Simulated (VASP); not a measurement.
BN (hexagonal boron nitride):

```
B N
1.0
     2.50400    0.00000    0.00000
    -1.25200    2.16853    0.00000
     0.00000    0.00000    6.66100
B N
2 2
Direct
  0.33333 0.66667 0.25000
  0.66667 0.33333 0.75000
  0.66667 0.33333 0.25000
  0.33333 0.66667 0.75000
```

- Program: VASP 6.6.1
- Task: relaxation of cell and atoms
- Functional: LDA
- Potentials or basis: VASP PAW LDA potentials, release 64 (B, N)
- Cutoff: 600 eV
- k mesh: 12 × 12 × 4
- Occupations: gaussian, width 0.01 eV
- Spin: no spin polarisation

At the start: pressure -4.3 GPa; volume 9.04 Å³/atom.

**Question.** How do energy, volume and symmetry change on relaxing?

**Answer.** Over 12 steps the energy falls by 2.8 meV/atom and the volume is 8.63 Å³/atom (-4.5 %); space group P6_3/mmc (No. 194, to 0.05 Å).

Step by step:
```
step  energy change (eV)  largest force (eV/Å)  pressure (GPa)  volume (Å³)
   1              0.0000                0.0000           -4.31        36.17
   2              0.0222                0.0000            8.25        34.91
   3             -0.0078                0.0000           -0.29        35.74
   4             -0.0078                0.0000           -0.20        35.73
   5             -0.0082                0.0000           -0.17        35.66
   6             -0.0092                0.0000           -0.15        35.45
   7             -0.0106                0.0000           -0.07        35.02
   8             -0.0109                0.0000            0.18        34.18
   9             -0.0113                0.0000            0.05        34.56
  10             -0.0113                0.0000            0.07        34.52
  11             -0.0111                0.0000           -0.64        34.59
  12             -0.0113                0.0000            0.00        34.53
```

Final structure:
```
CELL_PARAMETERS angstrom
2.49017 0.00000 0.00000
-1.24508 2.15655 0.00000
0.00000 0.00000 6.43004
ATOMIC_POSITIONS crystal
B 0.33333 0.66667 0.25000
B 0.66667 0.33333 0.75000
N 0.66667 0.33333 0.25000
N 0.33333 0.66667 0.75000
```
